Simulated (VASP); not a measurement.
Write the native input for VASP 6.6.1 that does the following.

```yaml
Task: single point
Functional: LDA
Potentials_or_basis: VASP PAW LDA potentials, release 64 (Ru_pv)
Cutoff: 500 eV
k_mesh: 10 × 10 × 5
Occupations: methfessel-paxton, width 0.1 eV
Spin: no spin polarisation
Dipole_correction: no
Further_INCAR_settings: ALGO = Normal; EDIFF = 1e-06; NBANDS = 21
```

The structure of Ru lies in POSCAR:

```
Ru
1.0
    2.6713974869      0.0000000000      0.0000000000
   -1.3356987434      2.3134980873      0.0000000000
    0.0000000000      0.0000000000      4.2320369989
Ru
2
Direct
    0.3333333333      0.6666666667      0.2500000000
    0.6666666667      0.3333333333      0.7500000000
```

One way to write it, as run:

INCAR

```
ALGO = Normal ; EDIFF = 1E-6
ENCUT = 500 ; GGA = CA
GGA_COMPAT = F ; ISIF = 2
ISMEAR = 1 ; LASPH = T
LCHARG = F ; LREAL = F
LWAVE = F ; NBANDS = 21
NELM = 120 ; PREC = Accurate
SIGMA = 0.1
```

KPOINTS

```
k-points
0
Gamma
  10 10 5
```

Potentials or basis: VASP PAW LDA potentials, release 64 (Ru_pv).

Launch:

```console
$ cat potpaw_LDA.64/Ru_pv/POTCAR > POTCAR
$ mpirun -np 1 vasp_std > vasp.out
```

It gave:

```
Pressure               : 1.2 GPa
Band gap on the k mesh : zero (band 14 reaches 14.97 eV, above the bottom of band 15 at 11.70 eV)
```

Wall time 11 s on 1 thread of Intel(R) Xeon(R) Platinum 8488C (Sapphire Rapids), on a shared host, peak memory 0.14 GiB.
